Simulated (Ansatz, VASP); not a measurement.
# Ir: VASP beside Ansatz

File INCAR:

```
PREC = Accurate
ENCUT = 520
EDIFF = 1E-6
ISMEAR = 0
SIGMA = 0.15
LREAL = False
LASPH = True
NELM = 100
ALGO = Normal
ISIF = 2
LWAVE = False
LCHARG = False
GGA = PS
NBANDS = 10
```

KPOINTS

```
regular mesh
0
Gamma
  22 22 22
```

POSCAR

```
Ir
1.0
    0.0000000000      1.9197000000      1.8045180000
    1.9197000000      0.0000000000      1.8045180000
    1.9197000000      1.9197000000      0.0000000000
Ir
1
Direct
    0.0000000000      0.0000000000      0.0000000000
```

Input for Ansatz:

```yaml
crystal:
  lattice:
    - [0.0, 1.9197, 1.804518]
    - [1.9197, 0.0, 1.804518]
    - [1.9197, 1.9197, 0.0]
  atoms:
    - { symbol: Ir, position: [0.0, 0.0, 0.0] }
basis:
  ecutwfc: 420
kpoints:
  mp_grid: { grid: [22, 22, 22] }
hamiltonian:
  xc: pbesol
scf:
  occupations: { method: gaussian, width: 0.15 }
output:
  forces: true
  stress: true
  eigenvalues: true
```

Change from the starting cell: strain -0.0600 x Voigt [0, 0, 1, 0, 0, 0], atoms carried along.

Alike in both runs: task single point; functional PBEsol; k mesh 22 × 22 × 22; occupations gaussian, width 0.15 eV; no spin polarisation.

|  | VASP | Ansatz |
| --- | --- | --- |
| version | VASP 6.6.1 | Ansatz 0.2.0 |
| potentials or method | VASP PAW PBE potentials, release 64 (Ir), cutoff 520 eV | scalar-relativistic, plane waves, PAW |
| valence electrons in the cell | 9 | 17 |

|  | VASP | Ansatz | Ansatz less VASP |
| --- | --- | --- | --- |
| gap on the k mesh at the Fermi level (eV) | none | none | - |
| pressure (GPa) | 26.9 | 25.4 | -1.53 |
| traceless stress, the component that is largest in VASP (GPa) | 17.52 | 17.53 | +0.014 |

VASP's potentials were made for PBE, not for PBEsol. A gap of «none» marks a metal or a gap that the smearing closes. VASP's potentials hold 9 valence electrons a cell and Ansatz's 17, so a difference there can come from the potentials and not from the codes.

Neither program's run includes spin-orbit coupling.
